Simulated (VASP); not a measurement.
# MgSnO2 (Pmmn) in VASP: single point with PBE

Aim: the single point of MgSnO2 with PBE.

Program: VASP 6.6.1. These are calculated values, not measurements. Logs are shortened: lines on timing, memory, paths and dates and some standing lists are left out, and cuts for length are marked.

**1. The cell of the first run**

The structure is orthorhombic, space group Pmmn (No. 59). Conventional cell: a = 3.797 Å, b = 3.985 Å, c = 9.559 Å, α = 90.00°, β = 90.00°, γ = 90.00°. Mg (site symmetry mm2) has 4 O at 2.00 Å within 2.7 Å. Within 3.0 Å of Sn (site symmetry mm2) lie 4 O at 2.25 to 2.28 Å. Within 2.7 Å of O (site symmetry mm2) lie 4 Mg at 2.00 Å. O (site symmetry mm2) has 4 Sn at 2.25 to 2.28 Å and 4 O at 2.75 Å within 3.0 Å.

**2. Single point, PBE**

INCAR

```
ALGO     = Normal         # electronic algorithm
EDIFF    = 1E-6           # SCF threshold, eV
ENCUT    = 520            # plane-wave cutoff, eV
GGA      = PE             # functional
ISIF     = 2              # what is computed and relaxed
ISMEAR   = 0              # smearing method
LASPH    = T              # aspherical terms in the spheres
LCHARG   = F              # write CHGCAR
LREAL    = F              # projectors in reciprocal space
LWAVE    = F              # write WAVECAR
NBANDS   = 38             # bands
NELM     = 60             # most SCF steps
PREC     = Accurate       # precision mode
SIGMA    = 0.02           # smearing width, eV
```

KPOINTS

```
k-points
0
Gamma
  8 8 4
```

POSCAR

```
MgSnO2
1.0
    3.7967360860      0.0000000000      0.0000000000
    0.0000000000      3.9846724634      0.0000000000
    0.0000000000      0.0000000000      9.5585992519
Mg Sn O
2 2 4
Direct
    0.0000000000      0.0000000000      0.9759555745
    0.5000000000      0.5000000000      0.0240444255
    0.0000000000      0.0000000000      0.6208974211
    0.5000000000      0.5000000000      0.3791025789
    0.5000000000      0.0000000000      0.0431826164
    0.0000000000      0.5000000000      0.9568173836
    0.5000000000      0.0000000000      0.4950840190
    0.0000000000      0.5000000000      0.5049159810
```

Potentials or basis: VASP PAW PBE potentials, release 64 (Mg, Sn_d, O).

On the command line:

```sh
$ cat potpaw_PBE.64/Mg/POTCAR potpaw_PBE.64/Sn_d/POTCAR potpaw_PBE.64/O/POTCAR > POTCAR
$ mpirun -np 1 vasp_std > vasp.out
```

OUTCAR:

```text
EDIFF = 1E-6
   ENCUT = 520
   GGA = PE
   ISIF = 2
   ISMEAR = 0
   LASPH = T
   LREAL = F
   NELM = 60
   PREC = Accurate

 ion  position               nearest neighbor table
   1  0.000  0.000  0.976-   6 2.00   6 2.00   5 2.00   5 2.00   2 2.79   2 2.79   2 2.79   2 2.79
                             3 3.39
   2  0.500  0.500  0.024-   5 2.00   5 2.00   6 2.00   6 2.00   1 2.79   1 2.79   1 2.79   1 2.79
                             4 3.39
   3  0.000  0.000  0.621-   7 2.25   7 2.25   8 2.28   8 2.28   1 3.39   4 3.59   4 3.59   4 3.59
                             4 3.59
   4  0.500  0.500  0.379-   8 2.25   8 2.25   7 2.28   7 2.28   2 3.39   3 3.59   3 3.59   3 3.59
                             3 3.59
   5  0.500  0.000  0.043-   2 2.00   2 2.00   1 2.00   1 2.00
   6  0.000  0.500  0.957-   1 2.00   1 2.00   2 2.00   2 2.00
   7  0.500  0.000  0.495-   3 2.25   3 2.25   4 2.28   4 2.28
   8  0.000  0.500  0.505-   4 2.25   4 2.25   3 2.28   3 2.28

  LATTYP: Found a simple orthorhombic cell.
 ALAT       =     3.7967360860
 B/A-ratio  =     1.0494994577
 C/A-ratio  =     2.5175832703

  Lattice vectors:

 A1 = (   3.7967360860,   0.0000000000,   0.0000000000)
 A2 = (   0.0000000000,   3.9846724634,   0.0000000000)
 A3 = (   0.0000000000,   0.0000000000,   9.5585992519)

Analysis of symmetry for initial positions (statically):
=====================================================================
 Subroutine PRICEL returns:
 Original cell was already a primitive cell.

 Routine SETGRP: Setting up the symmetry group for a
 simple orthorhombic supercell.

 Subroutine GETGRP returns: Found  8 space group operations
 (whereof  4 operations were pure point group operations)
 out of a pool of  8 trial point group operations.

The static configuration has the point symmetry C_2v.
 The point group associated with its full space group is D_2h.

Analysis of symmetry for dynamics (positions and initial velocities):
=====================================================================
 Subroutine PRICEL returns:
 Original cell was already a primitive cell.

 Routine SETGRP: Setting up the symmetry group for a
 simple orthorhombic supercell.

 Subroutine GETGRP returns: Found  8 space group operations
 (whereof  4 operations were pure point group operations)
 out of a pool of  8 trial point group operations.

The dynamic configuration has the point symmetry C_2v.
 The point group associated with its full space group is D_2h.

 Subroutine INISYM returns: Found  8 space group operations
 (whereof  4 operations are pure point group operations),
 and found     1 'primitive' translations

----------------------------------------------------------------------------------------

                                     Primitive cell

  volume of cell :     144.6097

  direct lattice vectors                    reciprocal lattice vectors
     3.796736086  0.000000000  0.000000000     0.263384122  0.000000000  0.000000000
     0.000000000  3.984672463  0.000000000     0.000000000  0.250961656  0.000000000
     0.000000000  0.000000000  9.558599252     0.000000000  0.000000000  0.104617839

  length of vectors
     3.796736086  3.984672463  9.558599252     0.263384122  0.250961656  0.104617839

  position of ions in fractional coordinates (direct lattice)
     0.000000000  0.000000000  0.975955574
     0.500000000  0.500000000  0.024044426
     0.000000000  0.000000000  0.620897421
     0.500000000  0.500000000  0.379102579
     0.500000000  0.000000000  0.043182616
     0.000000000  0.500000000  0.956817384
     0.500000000  0.000000000  0.495084019
     0.000000000  0.500000000  0.504915981

  ion indices of the primitive-cell ions
   primitive index   ion index
                 1           1
                 2           2
                 3           3
                 4           4
                 5           5
                 6           6
                 7           7
                 8           8

----------------------------------------------------------------------------------------

 KPOINTS: k-points

Automatic generation of k-mesh.
 Grid dimensions read from file:
 generate k-points for:    8    8    4

 Generating k-lattice:

  Cartesian coordinates                     Fractional coordinates (reciprocal lattice)
     0.032923015  0.000000000  0.000000000     0.125000000  0.000000000  0.000000000
     0.000000000  0.031370207  0.000000000     0.000000000  0.125000000  0.000000000
     0.000000000  0.000000000  0.026154460     0.000000000  0.000000000  0.250000000

  Length of vectors
     0.032923015  0.031370207  0.026154460

  Shift w.r.t. Gamma in fractional coordinates (k-lattice)
     0.000000000  0.000000000  0.000000000

 Subroutine IBZKPT returns following result:
 ===========================================

 Found     75 irreducible k-points:

 Following reciprocal coordinates:
            Coordinates               Weight
  0.000000  0.000000  0.000000      1.000000
  0.125000  0.000000  0.000000      2.000000
  0.250000  0.000000  0.000000      2.000000
  0.375000  0.000000  0.000000      2.000000
  0.500000  0.000000  0.000000      1.000000
  0.000000  0.125000  0.000000      2.000000
[... 16 lines left out ...]
  0.250000  0.500000  0.000000      2.000000
  0.375000  0.500000  0.000000      2.000000
 [... further k-points ...]
   k-points           NKPTS =     75   k-points in BZ     NKDIM =     75   number of bands    NBANDS=     38
   number of dos      NEDOS =    301   number of ions     NIONS =      8
   total plane-waves  NPLWV =  60480
   dimension x,y,z NGX =    28 NGY =   30 NGZ =   72
   dimension x,y,z NGXF=    56 NGYF=   60 NGZF=  144
   ions per type =               2   2   4
   NGX,Y,Z   is equivalent  to a cutoff of  12.26, 12.52, 12.52 a.u.
   NGXF,Y,Z  is equivalent  to a cutoff of  24.52, 25.03, 25.04 a.u.
 SYSTEM =  unknown system
   PREC   = accura    normal or accurate (medium, high low for compatibility)
   ISTART =      0    job   : 0-new  1-cont  2-samecut
   ICHARG =      2    charge: 1-file 2-atom 10-const
   ISPIN  =      1    spin polarized calculation?
   LNONCOLLINEAR =      F non collinear calculations
   LSORBIT =      F    spin-orbit coupling
   LASPH  =      T    aspherical Exc in radial PAW
   ENCUT  =  520.0 eV  38.22 Ry    6.18 a.u.   7.06  7.41 17.77*2*pi/ulx,y,z
   NELM   =     60;   NELMIN=  2; NELMDL= -5     # of ELM steps
   EDIFF  = 0.1E-05   stopping-criterion for ELM
   LREAL  =      F    real-space projection
   EDIFFG = 0.1E-04   stopping-criterion for IOM
   NSW    =      0    number of steps for IOM
   IBRION =     -1    ionic relax: 0-MD 1-quasi-New 2-CG
   NFREE  =      0    steps in history (QN), initial steepest desc. (CG)
   ISIF   =      2    stress and relaxation
   ISYM   =      2    0-nonsym 1-usesym 2-fastsym
   POTIM  = 0.5000    time-step for ionic-motion
   TEBEG  =    0.0;   TEEND  =   0.0 temperature during run
   PSTRESS=    0.0 pullay stress
   NELECT =      56.0000    total number of electrons
   NUPDOWN=      -1.0000    fix difference up-down
   EMIN   =  10.00;   EMAX   =-10.00  energy-range for DOS
   EFERMI =   0.00;   METHOD = LEGACY
   ISMEAR =     0;   SIGMA  =   0.02  broadening in eV -4-tet -1-fermi 0-gaus
   EFERMI_NEDOS =   21; number of points for ismear=-14 and -15
   IALGO  =     38    algorithm
   IMIX   =      4    mixing-type and parameters
     AMIX     =   0.40;   BMIX     =  1.00
     AMIX_MAG =   1.60;   BMIX_MAG =  1.00
  volume/ion in A,a.u.               =      18.08       121.98
  Fermi-wavevector in a.u.,A,eV,Ry     =   1.193269  2.254952 19.373216  1.423891
  Thomas-Fermi vector in A             =   2.329288
   LORBIT       =      0    0 simple, 1 ext, 2 COOP (PROOUT), +10 PAW based schemes
   GGA     = PE    functional components
   LHFCALC =     F    Hartree Fock is set to
   AEXX    =    0.0000 exact exchange contribution
   IVDW    =     0    specifies the selected vdW correction
   LEPSILON=     F    determine dielectric tensor
   LRPA    =     F    only Hartree local field effects (RPA)
 non-spin polarized calculation
 Gauss-broadening in eV      SIGMA  =   0.02
  energy-cutoff  :      520.00
  volume of cell :      144.61
 maximum number of plane-waves:      3932
   NGX = 15   NGY = 15   NGZ = 35

 number of electron      55.9999985 magnetization

 Free energy of the ion-electron system (eV)
  ---------------------------------------------------
  ext. energy  EPLUGINS =         0.00000000
  ---------------------------------------------------
  free energy    TOTEN  =       -44.95893924 eV

  energy without entropy =      -44.95893924  energy(sigma->0) =      -44.95893924

 E-fermi :   2.8870     XC(G=0):  -8.8214

 val. band max:        2.7228293707   @ k =   0.2500   0.0000   0.0000
 cond. band min:       4.6753724245   @ k =   0.0000   0.0000   0.0000
 fundamental gap:      1.9525430538
 Fermi energy:         2.8869554948

 k-point     1 :       0.0000    0.0000    0.0000
  band No.  band energies     occupation
      1     -18.3256      2.00000
      2     -17.9833      2.00000
      3     -17.9614      2.00000
      4     -17.9592      2.00000
      5     -17.9446      2.00000
      6     -17.9262      2.00000
[... 30 lines left out ...]
     37      10.7991      0.00000
     38      11.1767      0.00000

 k-point     2 :       0.1250    0.0000    0.0000
  band No.  band energies     occupation
      1     -18.3196      2.00000
      2     -17.9780      2.00000
      3     -17.9606      2.00000
      4     -17.9598      2.00000
      5     -17.9482      2.00000
      6     -17.9462      2.00000
[... 30 lines left out ...]
     37      11.1482      0.00000
     38      11.7015      0.00000

 k-point     3 :       0.2500    0.0000    0.0000
  band No.  band energies     occupation
      1     -18.3030      2.00000
      2     -18.0526      2.00000
      3     -17.9644      2.00000
      4     -17.9565      2.00000
      5     -17.9543      2.00000
      6     -17.9513      2.00000
[... 30 lines left out ...]
     37      11.2348      0.00000
[... 781 lines left out ...]
 k-point    23 :       0.2500    0.5000    0.0000
  band No.  band energies     occupation
      1     -18.2209      2.00000
      2     -18.2209      2.00000
      3     -17.9575      2.00000
      4     -17.9575      2.00000
      5     -17.9434      2.00000
      6     -17.9434      2.00000
[... 30 lines left out ...]
     37      11.1339      0.00000
     38      11.1339      0.00000

 k-point    24 :       0.3750    0.5000    0.0000
  band No.  band energies     occupation
      1     -18.2433      2.00000
      2     -18.2433      2.00000
      3     -17.9574      2.00000
      4     -17.9574      2.00000
      5     -17.9334      2.00000
      6     -17.9334      2.00000
[... 30 lines left out ...]
     37      10.7773      0.00000
     38      10.7773      0.00000

 [... further k-points ...]
[... 5 lines left out ...]
  --------------------------------------------------------------------------------------
  -------------------------------------------------------------------------------------
  Total       -0.0348216     -0.0404087      0.0163174      0.0000000      0.0000000      0.0000000
  in kB       -0.3857994     -0.4477008      0.1807853      0.0000000      0.0000000      0.0000000
  external PRESSURE =      -0.2175716 kB  Pullay stress =       0.0000000 kB

 VOLUME and BASIS-vectors are now :
 -----------------------------------------------------------------------------
  energy-cutoff  :      520.00
  volume of cell :      144.61
      direct lattice vectors                 reciprocal lattice vectors
     3.796736086  0.000000000  0.000000000     0.263384122  0.000000000  0.000000000
     0.000000000  3.984672463  0.000000000     0.000000000  0.250961656  0.000000000
     0.000000000  0.000000000  9.558599252     0.000000000  0.000000000  0.104617839

 POSITION                                       TOTAL-FORCE (eV/Angst)
 -----------------------------------------------------------------------------------
      0.00000      0.00000      9.32877         0.000000      0.000000      0.007229
      1.89837      1.99234      0.22983         0.000000      0.000000     -0.007229
      0.00000      0.00000      5.93491         0.000000      0.000000      0.081305
      1.89837      1.99234      3.62369         0.000000      0.000000     -0.081305
      1.89837      0.00000      0.41277         0.000000      0.000000     -0.006881
      0.00000      1.99234      9.14583         0.000000      0.000000      0.006881
      1.89837      0.00000      4.73231         0.000000      0.000000     -0.005534
      0.00000      1.99234      4.82629         0.000000      0.000000      0.005534
 -----------------------------------------------------------------------------------
    total drift:                                0.000000      0.000000      0.000000

  FREE ENERGIE OF THE ION-ELECTRON SYSTEM (eV)
  ---------------------------------------------------
  free  energy   TOTEN  =       -44.9589392436 eV

  energy  without entropy=      -44.9589392436  energy(sigma->0) =      -44.95893924
```

Run time: 12 min. Hardware: 1 thread of Oxide Virtual Turin-like, shared host; peak memory 0.44 GiB.

What came out:

| Item | Value |
| --- | --- |
| Free energy | -44.9589 eV |
| Pressure | 0.0 GPa |
| Largest force | 0.081 eV/Å |
| Band gap on the k mesh | 1.95 eV, indirect (least direct gap 1.98 eV) |

Forces on the atoms (eV/Å):
```
Mg   0.000  0.000  0.007
Mg   0.000  0.000 -0.007
Sn   0.000  0.000  0.081
Sn   0.000  0.000 -0.081
O    0.000  0.000 -0.007
O    0.000  0.000  0.007
O    0.000  0.000 -0.006
O    0.000  0.000  0.006
```

Levels at points of the mesh, in eV from the valence-band top:
| k point | band 26 | band 27 | band 28 | band 29 | band 30 | band 31 |
| --- | --- | --- | --- | --- | --- | --- |
| (0.00, 0.00, 0.00) | -0.69 | -0.66 | -0.03 | 1.95 | 2.72 | 4.81 |
| (0.50, 0.00, 0.00) | -1.50 | -0.37 | -0.37 | 2.72 | 2.72 | 5.02 |
| (0.00, 0.50, 0.00) | -1.07 | -1.00 | -1.00 | 3.19 | 3.19 | 4.66 |
| (0.50, 0.50, 0.00) | -1.20 | -0.65 | -0.65 | 2.58 | 2.58 | 5.03 |
| (0.00, 0.00, 0.50) | -0.69 | -0.66 | -0.45 | 2.23 | 2.86 | 4.85 |
| (0.50, 0.00, 0.50) | -1.53 | -0.31 | -0.31 | 2.70 | 2.70 | 5.09 |
| (0.00, 0.50, 0.50) | -1.17 | -0.85 | -0.85 | 3.11 | 3.11 | 4.79 |
| (0.50, 0.50, 0.50) | -1.23 | -0.67 | -0.67 | 2.77 | 2.77 | 4.65 |

Caveat: spin-orbit coupling is left out, which moves the levels of the heavy elements.
